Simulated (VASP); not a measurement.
# B4Ru (Im-3m) in VASP: a series of runs

Runs on B4Ru. Level: PBE. Tasks: single point, relaxation of cell and atoms.

All numbers are computed with VASP 6.6.1; they aren't measurements. Logs are shortened: lines on timing, memory, paths and dates and some standing lists are left out, and cuts for length are marked.

### 1 The cell of the first run

Symmetry: Im-3m, No. 229, cubic system. Conventional cell: a = 4.725 Å, b = 4.725 Å, c = 4.725 Å, α = 90.00°, β = 90.00°, γ = 90.00°. B (site symmetry -3m) has 2 Ru at 2.05 Å and 6 B at 2.36 Å within 2.7 Å. Within 2.7 Å of Ru (site symmetry m-3m) lie 8 B at 2.05 Å.

### 2 Single point, PBE

Input file INCAR:

```
PREC = Accurate
ENCUT = 520
EDIFF = 1E-6
ISMEAR = 0
SIGMA = 0.1
LREAL = False
LASPH = True
NELM = 80
ALGO = Normal
ISIF = 2
LWAVE = False
LCHARG = False
GGA = PE
NBANDS = 21
```

Input file KPOINTS:

```
regular mesh
0
Gamma
  12 12 12
```

Input file POSCAR:

```
B4Ru
1.0
   -2.3623350470      2.3623350470      2.3623350470
    2.3623350470     -2.3623350470      2.3623350470
    2.3623350470      2.3623350470     -2.3623350470
B Ru
4 1
Direct
    0.5000000000      0.5000000000      0.5000000000
    0.5000000000      0.0000000000      0.0000000000
    0.0000000000      0.0000000000      0.5000000000
    0.0000000000      0.5000000000      0.0000000000
    0.0000000000      0.0000000000      0.0000000000
```

Potentials or basis: VASP PAW PBE potentials, release 64 (B, Ru_pv).

Launch:

```
$ cat potpaw_PBE.64/B/POTCAR potpaw_PBE.64/Ru_pv/POTCAR > POTCAR
$ mpirun -np 1 vasp_std > vasp.out
```

OUTCAR:

```text
PREC = Accurate
   ENCUT = 520
   EDIFF = 1E-6
   ISMEAR = 0
   LREAL = False
   LASPH = True
   NELM = 80
   ISIF = 2
   GGA = PE

 ion  position               nearest neighbor table
   1  0.500  0.500  0.500-   5 2.05   5 2.05
   2  0.500  0.000  0.000-   5 2.05   5 2.05
   3  0.000  0.000  0.500-   5 2.05   5 2.05
   4  0.000  0.500  0.000-   5 2.05   5 2.05
   5  0.000  0.000  0.000-   1 2.05   2 2.05   3 2.05   4 2.05   3 2.05   4 2.05   2 2.05   1 2.05

  LATTYP: Found a body centered cubic cell.
 ALAT       =     4.7246700940

  Lattice vectors:

 A1 = (  -2.3623350470,   2.3623350470,   2.3623350470)
 A2 = (   2.3623350470,  -2.3623350470,   2.3623350470)
 A3 = (   2.3623350470,   2.3623350470,  -2.3623350470)

Analysis of symmetry for initial positions (statically):
=====================================================================
 Subroutine PRICEL returns:
 Original cell was already a primitive cell.

 Routine SETGRP: Setting up the symmetry group for a
 body centered cubic supercell.

 Subroutine GETGRP returns: Found 48 space group operations
 (whereof 48 operations were pure point group operations)
 out of a pool of 48 trial point group operations.

The static configuration has the point symmetry O_h .

Analysis of symmetry for dynamics (positions and initial velocities):
=====================================================================
 Subroutine PRICEL returns:
 Original cell was already a primitive cell.

 Routine SETGRP: Setting up the symmetry group for a
 body centered cubic supercell.

 Subroutine GETGRP returns: Found 48 space group operations
 (whereof 48 operations were pure point group operations)
 out of a pool of 48 trial point group operations.

The dynamic configuration has the point symmetry O_h .

 Subroutine INISYM returns: Found 48 space group operations
 (whereof 48 operations are pure point group operations),
 and found     1 'primitive' translations

----------------------------------------------------------------------------------------

                                     Primitive cell

  volume of cell :      52.7332

  direct lattice vectors                    reciprocal lattice vectors
    -2.362335047  2.362335047  2.362335047     0.000000000  0.211654990  0.211654990
     2.362335047 -2.362335047  2.362335047     0.211654990  0.000000000  0.211654990
     2.362335047  2.362335047 -2.362335047     0.211654990  0.211654990  0.000000000

  length of vectors
     4.091684326  4.091684326  4.091684326     0.299325357  0.299325357  0.299325357

  position of ions in fractional coordinates (direct lattice)
     0.500000000  0.500000000  0.500000000
     0.500000000  0.000000000  0.000000000
     0.000000000  0.000000000  0.500000000
     0.000000000  0.500000000  0.000000000
     0.000000000  0.000000000  0.000000000

  ion indices of the primitive-cell ions
   primitive index   ion index
                 1           1
                 2           2
                 3           3
                 4           4
                 5           5

----------------------------------------------------------------------------------------

 KPOINTS: regular mesh

Automatic generation of k-mesh.
 Grid dimensions read from file:
 generate k-points for:   12   12   12

 Generating k-lattice:

  Cartesian coordinates                     Fractional coordinates (reciprocal lattice)
     0.000000000  0.017637916  0.017637916     0.083333333  0.000000000  0.000000000
     0.017637916  0.000000000  0.017637916     0.000000000  0.083333333  0.000000000
     0.017637916  0.017637916  0.000000000     0.000000000  0.000000000  0.083333333

  Length of vectors
     0.024943780  0.024943780  0.024943780

  Shift w.r.t. Gamma in fractional coordinates (k-lattice)
     0.000000000  0.000000000  0.000000000

 Subroutine IBZKPT returns following result:
 ===========================================

 Found     72 irreducible k-points:

 Following reciprocal coordinates:
            Coordinates               Weight
  0.000000  0.000000  0.000000      1.000000
  0.083333  0.000000  0.000000     12.000000
  0.166667  0.000000  0.000000     12.000000
  0.250000  0.000000  0.000000     12.000000
  0.333333  0.000000  0.000000     12.000000
  0.416667  0.000000  0.000000     12.000000
[... 16 lines left out ...]
  0.333333  0.083333  0.083333     24.000000
  0.416667  0.083333  0.083333     12.000000
 [... further k-points ...]
   k-points           NKPTS =     72   k-points in BZ     NKDIM =     72   number of bands    NBANDS=     21
   number of dos      NEDOS =    301   number of ions     NIONS =      5
   total plane-waves  NPLWV =  27000
   dimension x,y,z NGX =    30 NGY =   30 NGZ =   30
   dimension x,y,z NGXF=    60 NGYF=   60 NGZF=   60
   ions per type =               4   1
   NGX,Y,Z   is equivalent  to a cutoff of  12.19, 12.19, 12.19 a.u.
   NGXF,Y,Z  is equivalent  to a cutoff of  24.38, 24.38, 24.38 a.u.
 SYSTEM =  unknown system
   PREC   = accura    normal or accurate (medium, high low for compatibility)
   ISTART =      0    job   : 0-new  1-cont  2-samecut
   ICHARG =      2    charge: 1-file 2-atom 10-const
   ISPIN  =      1    spin polarized calculation?
   LNONCOLLINEAR =      F non collinear calculations
   LSORBIT =      F    spin-orbit coupling
   LASPH  =      T    aspherical Exc in radial PAW
   ENCUT  =  520.0 eV  38.22 Ry    6.18 a.u.   7.61  7.61  7.61*2*pi/ulx,y,z
   NELM   =     80;   NELMIN=  2; NELMDL= -5     # of ELM steps
   EDIFF  = 0.1E-05   stopping-criterion for ELM
   LREAL  =      F    real-space projection
   EDIFFG = 0.1E-04   stopping-criterion for IOM
   NSW    =      0    number of steps for IOM
   IBRION =     -1    ionic relax: 0-MD 1-quasi-New 2-CG
   NFREE  =      0    steps in history (QN), initial steepest desc. (CG)
   ISIF   =      2    stress and relaxation
   ISYM   =      2    0-nonsym 1-usesym 2-fastsym
   POTIM  = 0.5000    time-step for ionic-motion
   TEBEG  =    0.0;   TEEND  =   0.0 temperature during run
   PSTRESS=    0.0 pullay stress
   NELECT =      26.0000    total number of electrons
   NUPDOWN=      -1.0000    fix difference up-down
   EMIN   =  10.00;   EMAX   =-10.00  energy-range for DOS
   EFERMI =   0.00;   METHOD = LEGACY
   ISMEAR =     0;   SIGMA  =   0.10  broadening in eV -4-tet -1-fermi 0-gaus
   EFERMI_NEDOS =   21; number of points for ismear=-14 and -15
   IALGO  =     38    algorithm
   IMIX   =      4    mixing-type and parameters
     AMIX     =   0.40;   BMIX     =  1.00
     AMIX_MAG =   1.60;   BMIX_MAG =  1.00
  volume/ion in A,a.u.               =      10.55        71.17
  Fermi-wavevector in a.u.,A,eV,Ry     =   1.293315  2.444012 22.757986  1.672665
  Thomas-Fermi vector in A             =   2.424969
   LORBIT       =      0    0 simple, 1 ext, 2 COOP (PROOUT), +10 PAW based schemes
   GGA     = PE    functional components
   LHFCALC =     F    Hartree Fock is set to
   AEXX    =    0.0000 exact exchange contribution
   IVDW    =     0    specifies the selected vdW correction
   LEPSILON=     F    determine dielectric tensor
   LRPA    =     F    only Hartree local field effects (RPA)
 non-spin polarized calculation
 Gauss-broadening in eV      SIGMA  =   0.10
  energy-cutoff  :      520.00
  volume of cell :       52.73
 maximum number of plane-waves:      1464
   NGX = 15   NGY = 15   NGZ = 15

 number of electron      25.9999995 magnetization

 Free energy of the ion-electron system (eV)
  ---------------------------------------------------
  ext. energy  EPLUGINS =         0.00000000
  ---------------------------------------------------
  free energy    TOTEN  =       -31.37212883 eV

  energy without entropy =      -31.35585444  energy(sigma->0) =      -31.36399164

 E-fermi :   6.8988     XC(G=0): -11.4370

 val. band max:        6.8871585273   @ k =   0.4167   0.0833   0.0833
 cond. band min:       6.9011115253   @ k =  -0.2500   0.3333   0.0833
 fundamental gap:      0.0139529980
 Fermi energy:         6.8988099179

 k-point     1 :       0.0000    0.0000    0.0000
  band No.  band energies     occupation
      1     -37.3712      2.00000
      2     -37.3712      2.00000
      3     -37.3712      2.00000
      4      -5.5948      2.00000
      5      -0.1075      2.00000
      6      -0.1075      2.00000
[... 13 lines left out ...]
     20      12.6633      0.00000
     21      12.6633      0.00000

 k-point     2 :       0.0833    0.0000    0.0000
  band No.  band energies     occupation
      1     -37.3712      2.00000
      2     -37.3711      2.00000
      3     -37.3711      2.00000
      4      -5.5088      2.00000
      5      -0.1978      2.00000
      6      -0.1835      2.00000
[... 13 lines left out ...]
     20      12.6598      0.00000
     21      12.8191      0.00000

 k-point     3 :       0.1667    0.0000    0.0000
  band No.  band energies     occupation
      1     -37.3710      2.00000
      2     -37.3707      2.00000
      3     -37.3707      2.00000
      4      -5.2537      2.00000
      5      -0.4182      2.00000
      6      -0.4122      2.00000
[... 13 lines left out ...]
     20      12.8296      0.00000
     21      13.0266      0.00000

 k-point     4 :       0.2500    0.0000    0.0000
  band No.  band energies     occupation
      1     -37.3709      2.00000
      2     -37.3702      2.00000
      3     -37.3701      2.00000
      4      -4.8391      2.00000
      5      -0.7814      2.00000
      6      -0.6743      2.00000
[... 13 lines left out ...]
     20      13.1098      0.00000
     21      13.1419      0.00000

 k-point     5 :       0.3333    0.0000    0.0000
  band No.  band energies     occupation
      1     -37.3707      2.00000
      2     -37.3696      2.00000
      3     -37.3696      2.00000
      4      -4.2868      2.00000
      5      -1.2708      2.00000
      6      -0.8948      2.00000
[... 13 lines left out ...]
     20      13.2135      0.00000
     21      13.3349      0.00000
[... 382 lines left out ...]
     20      12.6063      0.00000
     21      12.9260      0.00000

 k-point    22 :       0.2500    0.0833    0.0833
  band No.  band energies     occupation
      1     -37.3705      2.00000
      2     -37.3699      2.00000
      3     -37.3694      2.00000
      4      -4.1323      2.00000
      5      -1.3119      2.00000
      6      -1.0578      2.00000
[... 13 lines left out ...]
     20      12.5733      0.00000
     21      13.3245      0.00000

 k-point    23 :       0.3333    0.0833    0.0833
  band No.  band energies     occupation
      1     -37.3704      2.00000
      2     -37.3695      2.00000
      3     -37.3692      2.00000
      4      -3.5015      2.00000
      5      -1.8371      2.00000
      6      -1.2002      2.00000
[... 13 lines left out ...]
     20      12.5762      0.00000
     21      13.5395      0.00000

 k-point    24 :       0.4167    0.0833    0.0833
  band No.  band energies     occupation
      1     -37.3704      2.00000
      2     -37.3693      2.00000
      3     -37.3691      2.00000
      4      -3.0632      2.00000
      5      -2.2418      2.00000
      6      -1.2492      2.00000
[... 13 lines left out ...]
     20      12.5894      0.00000
     21      13.5777      0.00000

 [... further k-points ...]
[... 5 lines left out ...]
  --------------------------------------------------------------------------------------
  -------------------------------------------------------------------------------------
  Total        0.0002144      0.0002144      0.0002144      0.0000000      0.0000000      0.0000000
  in kB        0.0065138      0.0065138      0.0065138      0.0000000      0.0000000      0.0000000
  external PRESSURE =       0.0065138 kB  Pullay stress =       0.0000000 kB

 VOLUME and BASIS-vectors are now :
 -----------------------------------------------------------------------------
  energy-cutoff  :      520.00
  volume of cell :       52.73
      direct lattice vectors                 reciprocal lattice vectors
    -2.362335047  2.362335047  2.362335047     0.000000000  0.211654990  0.211654990
     2.362335047 -2.362335047  2.362335047     0.211654990  0.000000000  0.211654990
     2.362335047  2.362335047 -2.362335047     0.211654990  0.211654990  0.000000000

 POSITION                                       TOTAL-FORCE (eV/Angst)
 -----------------------------------------------------------------------------------
      1.18117      1.18117      1.18117        -0.000000     -0.000000      0.000000
     -1.18117      1.18117      1.18117         0.000000      0.000000     -0.000000
      1.18117      1.18117     -1.18117        -0.000000      0.000000      0.000000
      1.18117     -1.18117      1.18117        -0.000000     -0.000000      0.000000
      0.00000      0.00000      0.00000         0.000000     -0.000000      0.000000
 -----------------------------------------------------------------------------------
    total drift:                               -0.000000      0.000000     -0.000000

  FREE ENERGIE OF THE ION-ELECTRON SYSTEM (eV)
  ---------------------------------------------------
  free  energy   TOTEN  =       -31.3721288323 eV

  energy  without entropy=      -31.3558544444  energy(sigma->0) =      -31.36399164
```

It took 76 s on 1 thread of Intel Xeon Platinum 8259CL at 2.50GHz (Skylake/Cascade Lake), shared host; peak memory 0.21 GiB.

Results:

* Free energy: -31.3721 eV
* Pressure: 0.0 GPa
* Band gap on the k mesh: zero (band 13 reaches 8.46 eV, above the bottom of band 14 at 4.48 eV)

### 3 Relaxation of cell and atoms, PBE

Input file INCAR:

```
PREC = Accurate
ENCUT = 600
EDIFF = 1E-7
ISMEAR = 0
SIGMA = 0.1
LREAL = False
LASPH = True
NELM = 100
ALGO = Normal
ISIF = 3
LWAVE = False
LCHARG = False
GGA = PE
IBRION = 2
NSW = 100
EDIFFG = -0.01
```

Input file KPOINTS:

```
Automatic mesh
0
Gamma
  12 12 12
```

POSCAR is that of step 2.

Potentials or basis: VASP PAW PBE potentials, release 64 (B, Ru_pv).

Launch:

```
$ cat potpaw_PBE.64/B/POTCAR potpaw_PBE.64/Ru_pv/POTCAR > POTCAR
$ mpirun -np 1 vasp_std > vasp.out
```

OUTCAR:

```text
PREC = Accurate
   ENCUT = 600
   EDIFF = 1E-7
   ISMEAR = 0
   LREAL = False
   LASPH = True
   NELM = 100
   ISIF = 3
   GGA = PE
   IBRION = 2
   NSW = 100
   EDIFFG = -0.01

 ion  position               nearest neighbor table
   1  0.500  0.500  0.500-   5 2.05   5 2.05
   2  0.500  0.000  0.000-   5 2.05   5 2.05
   3  0.000  0.000  0.500-   5 2.05   5 2.05
   4  0.000  0.500  0.000-   5 2.05   5 2.05
   5  0.000  0.000  0.000-   1 2.05   2 2.05   3 2.05   4 2.05   3 2.05   4 2.05   2 2.05   1 2.05

[... 685 lines left out ...]
  -------------------------------------------------------------------------------------
  Total       -0.0064561     -0.0064561     -0.0064561      0.0000000      0.0000000      0.0000000
  in kB       -0.1961546     -0.1961546     -0.1961546      0.0000000      0.0000000      0.0000000
  external PRESSURE =      -0.1961546 kB  Pullay stress =       0.0000000 kB

 VOLUME and BASIS-vectors are now :
 -----------------------------------------------------------------------------
  energy-cutoff  :      600.00
  volume of cell :       52.73
      direct lattice vectors                 reciprocal lattice vectors
    -2.362335047  2.362335047  2.362335047     0.000000000  0.211654990  0.211654990
     2.362335047 -2.362335047  2.362335047     0.211654990  0.000000000  0.211654990
     2.362335047  2.362335047 -2.362335047     0.211654990  0.211654990  0.000000000

 POSITION                                       TOTAL-FORCE (eV/Angst)
 -----------------------------------------------------------------------------------
      1.18117      1.18117      1.18117         0.000000      0.000000      0.000000
     -1.18117      1.18117      1.18117        -0.000000      0.000000      0.000000
      1.18117      1.18117     -1.18117        -0.000000     -0.000000     -0.000000
      1.18117     -1.18117      1.18117         0.000000      0.000000     -0.000000
      0.00000      0.00000      0.00000         0.000000      0.000000     -0.000000
 -----------------------------------------------------------------------------------
    total drift:                               -0.000000     -0.000000     -0.000000

  FREE ENERGIE OF THE ION-ELECTRON SYSTEM (eV)
  ---------------------------------------------------
  free  energy   TOTEN  =       -31.3737195358 eV

  energy  without entropy=      -31.3574447416  energy(sigma->0) =      -31.36558214

 reached required accuracy - stopping structural energy minimisation
```

It took 68 s on 1 thread of Intel Xeon Platinum 8259CL at 2.50GHz (Skylake/Cascade Lake), shared host; peak memory 0.25 GiB.

Results:

```yaml
Free_energy: -31.3737 eV
Pressure_after_relaxing: 0.0 GPa
Band_gap_on_the_k_mesh: zero (band 13 reaches 8.45 eV, above the bottom of band 14 at 4.48 eV)
```

Final structure:
```cif
data_structure
_symmetry_space_group_name_H-M 'P 1'
_symmetry_Int_Tables_number 1
_cell_length_a 4.0917
_cell_length_b 4.0917
_cell_length_c 4.0917
_cell_angle_alpha 109.471
_cell_angle_beta 109.471
_cell_angle_gamma 109.471
_cell_volume 52.73
loop_
_atom_site_label
_atom_site_type_symbol
_atom_site_fract_x
_atom_site_fract_y
_atom_site_fract_z
_atom_site_occupancy
B1 B 0.50000 0.50000 0.50000 1
B2 B 0.50000 0.00000 0.00000 1
B3 B 0.00000 0.00000 0.50000 1
B4 B 0.00000 0.50000 0.00000 1
Ru1 Ru 0.00000 0.00000 0.00000 1
```

Caveat: the relaxation stopped at its first step, so nothing moved.
